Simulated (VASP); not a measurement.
Write the native input for VASP 6.6.1 that does the following.

```yaml
Task: single point
Functional: PBE
Dispersion: D3(BJ)
Potentials_or_basis: VASP PAW PBE potentials, release 64 (W_sv, Se)
Cutoff: 520 eV
k_mesh: 9 × 9 × 4
Occupations: gaussian, width 0.05 eV
Spin: no spin polarisation
Dipole_correction: no
Further_INCAR_settings: ALGO = Normal; EDIFF = 1e-06; NBANDS = 20
```

The structure of WSe2 lies in POSCAR:

```
WSe2
1.0
    3.1480727436      0.0000000000      0.0000000000
   -1.5740363718      2.7263109689      0.0000000000
    0.0000000000      0.0000000000      7.6003920249
W Se
1 2
Direct
    0.0000000000      0.0000000000      0.0000000000
    0.3333333333      0.6666666667      0.2762384783
    0.3333333333      0.6666666667      0.7237615217
```

This cell differs from its parent crystal: c/a of the conventional cell at fixed volume 2.4143.

The input as run:

INCAR

```
SYSTEM = WSe2
PREC     = Accurate       ! precision mode
ENCUT    = 520            ! plane-wave cutoff, eV
EDIFF    = 1E-6           ! SCF threshold, eV
ISMEAR   = 0              ! smearing method
SIGMA    = 0.05           ! smearing width, eV
LREAL    = .FALSE.        ! projectors in reciprocal space
LASPH    = .TRUE.         ! aspherical terms in the spheres
NELM     = 60             ! most SCF steps
ALGO     = Normal         ! electronic algorithm
ISIF     = 2              ! what is computed and relaxed
LWAVE    = .FALSE.        ! write WAVECAR
LCHARG   = .FALSE.        ! write CHGCAR
GGA      = PE             ! functional
IVDW     = 12             ! dispersion correction
NBANDS   = 20             ! bands
```

KPOINTS

```
Automatic mesh
0
G
  9 9 4
  0 0 0
```

Potentials or basis: VASP PAW PBE potentials, release 64 (W_sv, Se).

The run is started by

```bash
$ cat potpaw_PBE.64/W_sv/POTCAR potpaw_PBE.64/Se/POTCAR > POTCAR
$ mpirun -np 1 vasp_std > vasp.out
```

It gave:

| Quantity | Value |
| --- | --- |
| Pressure | -14.5 GPa |
| Largest force | 3.597 eV/Å |
| Band gap on the k mesh | zero (band 13 reaches 5.85 eV, above the bottom of band 14 at 5.51 eV) |
| Dispersion energy per atom | -0.431 eV |

Caveat: spin-orbit coupling is left out, which moves the levels of the heavy elements; forces of over 1 eV/Å act on the atoms, so gaps and moduli don't describe the material at rest.

Run time: 16 s on 1 thread of Intel(R) Xeon(R) 6975P-C (Granite Rapids), on a shared host, peak memory 0.21 GiB.
